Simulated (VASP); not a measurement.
Input of a VASP 6.6.1 run:

File POSCAR:

```
N
1.0
    3.5804205417     -0.0207664391      0.0000000000
   -1.8081945347      3.1111183649      0.0000000000
    0.0000000000      0.0000000000      7.6415144716
N
4
Direct
    0.3333333333      0.6666666667      0.3215707846
    0.3333333333      0.6666666667      0.1784292154
    0.6666666667      0.3333333333      0.8215707846
    0.6666666667      0.3333333333      0.6784292154
```

File INCAR.step1:

```
SYSTEM = N
PREC = Accurate ; ENCUT = 520
ISMEAR = 0 ; SIGMA = 0.01
LREAL = .FALSE. ; LASPH = .TRUE.
NELM = 100 ; NBANDS = 18
GGA = PE ; ALGO = Normal
EDIFF = 1E-4 ; LWAVE = .TRUE.
LCHARG = .FALSE.
```

File INCAR.step2:

```
SYSTEM = N
PREC = Accurate ; ENCUT = 520
EDIFF = 1E-6 ; ISMEAR = 0
SIGMA = 0.01 ; LREAL = .FALSE.
LASPH = .TRUE. ; NELM = 100
ALGO = Normal ; ISIF = 2
LWAVE = .FALSE. ; LCHARG = .TRUE.
METAGGA = R2SCAN ; LMIXTAU = .TRUE.
LELF = .TRUE. ; LVHAR = .TRUE.
NBANDS = 18 ; ISTART = 1
```

Contents of KPOINTS:

```
regular mesh
0
G
  12 12 4
  0 0 0
```

Potentials or basis: VASP PAW PBE potentials, release 64 (N).

Command:

```bash
$ cat potpaw_PBE.64/N/POTCAR > POTCAR
$ cp INCAR.step1 INCAR
$ mpirun -np 1 vasp_std > vasp.out
$ cp INCAR.step2 INCAR
$ mpirun -np 1 vasp_std > vasp.out
```

What does it give for the largest force?

2.245 eV/Å.

What does it give for the pressure?

3.1 GPa.

Estimate the band gap on the k mesh.

7.70 eV (least direct gap 7.75 eV).

Forces in eV/Å, atoms in the order of the input:
```
N    0.001  0.000  2.245
N    0.001  0.000 -2.245
N   -0.001  0.000  2.245
N   -0.001  0.000 -2.245
```

Caveat: the cell differs from its parent crystal (shear xy strain -1.2%); the standard files for N, O and F lose accuracy on very short bonds; the stress differs along the axes, from 0 to 9 GPa; the PAW data sets were made with another functional, which shifts forces and pressure a little. A k mesh can miss the band edges.
